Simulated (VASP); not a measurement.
Sr3O2:

```
CELL_PARAMETERS angstrom
4.23054 0.00000 0.00000
0.00000 4.23054 0.00000
0.00000 0.00000 4.23054
ATOMIC_POSITIONS crystal
Sr 0.00000 0.50000 0.50000
Sr 0.50000 0.00000 0.50000
Sr 0.50000 0.50000 0.00000
O 0.50000 0.50000 0.50000
O 0.00000 0.00000 0.00000
```

The cell was generated, and may not be a known phase.

- Program: VASP 6.6.1
- Task: relaxation of cell and atoms
- Functional: PBE
- Potentials or basis: VASP PAW PBE potentials, release 64 (Sr_sv, O_h)
- Cutoff: 1340 eV
- k mesh: 4 × 4 × 4
- Occupations: gaussian, width 0.1 eV
- Spin: no spin polarisation

At the start: pressure 53.9 GPa; volume 15.14 Å³/atom.

Task: Where does the relaxation end?

Result: Over 4 steps the energy falls by 1148.0 meV/atom and the volume is 25.62 Å³/atom (+69.2 %); space group Pm-3m (No. 221, to 0.1 Å) before and after.

The path:
```
step  energy change (eV)  largest force (eV/Å)  pressure (GPa)  volume (Å³)
   1              0.0000                0.0000           53.89        75.72
   2             -5.4975                0.0000           -3.86       146.37
   3             -5.7322                0.0000            0.85       124.81
   4             -5.7399                0.0000           -0.08       128.08
```

Final structure:
```
Sr O
1.0
     5.04068    0.00000    0.00000
     0.00000    5.04068    0.00000
     0.00000    0.00000    5.04068
Sr O
3 2
Direct
  0.00000 0.50000 0.50000
  0.50000 0.00000 0.50000
  0.50000 0.50000 0.00000
  0.50000 0.50000 0.50000
  0.00000 0.00000 0.00000
```

Caveat: the k points lie up to 0.31 Å⁻¹ apart in the final cell; the volume moved by over 15 % at a fixed basis, so the end points are rough; the highest band is partly filled, so the run has too few bands.
